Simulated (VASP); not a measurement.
Set up this calculation in VASP 6.6.1, as the native input.

```yaml
Task: single point
Functional: PBEsol
Potentials_or_basis: VASP PAW PBE potentials, release 64 (Ca_sv)
Cutoff: 520 eV
k_mesh: 12 × 12 × 8
Occupations: gaussian, width 0.1 eV
Spin: no spin polarisation
Dipole_correction: no
Further_INCAR_settings: ALGO = Fast; EDIFF = 1e-06; NBANDS = 17
```

The structure of Ca lies in POSCAR:

```
Ca
1.0
    3.8147282630      0.0000000000      0.0000000000
   -1.9073641315      3.3036515843      0.0000000000
    0.0000000000      0.0000000000      6.2761387942
Ca
2
Direct
    0.3333333333      0.6666666667      0.2500000000
    0.6666666667      0.3333333333      0.7500000000
```

This isn't the form of Ca at room conditions, which is fcc.

The input as run:

INCAR

```
SYSTEM = Ca
PREC = Accurate
ENCUT = 520
EDIFF = 1E-6
ISMEAR = 0
SIGMA = 0.1
LREAL = .False.
LASPH = .True.
NELM = 100
ALGO = Fast
ISIF = 2
LWAVE = .False.
LCHARG = .False.
GGA = PS
NBANDS = 17
```

KPOINTS

```
regular mesh
0
Gamma
  12 12 8
  0 0 0
```

Potentials or basis: VASP PAW PBE potentials, release 64 (Ca_sv).

Launch:

```console
$ cat potpaw_PBE.64/Ca_sv/POTCAR > POTCAR
$ mpirun -np 1 vasp_std > vasp.out
```

Results of the run:

| Item | Value |
| --- | --- |
| Pressure | 0.6 GPa |
| Band gap on the k mesh | zero (bands 10 and 11 overlap by 0.44 eV) |

Caveat: the PAW data sets were made with another functional, which shifts forces and pressure a little.

Wall time 2.1 min on 1 thread of Intel(R) Xeon(R) 6975P-C (Granite Rapids), with other jobs on the host, peak memory 0.25 GiB.
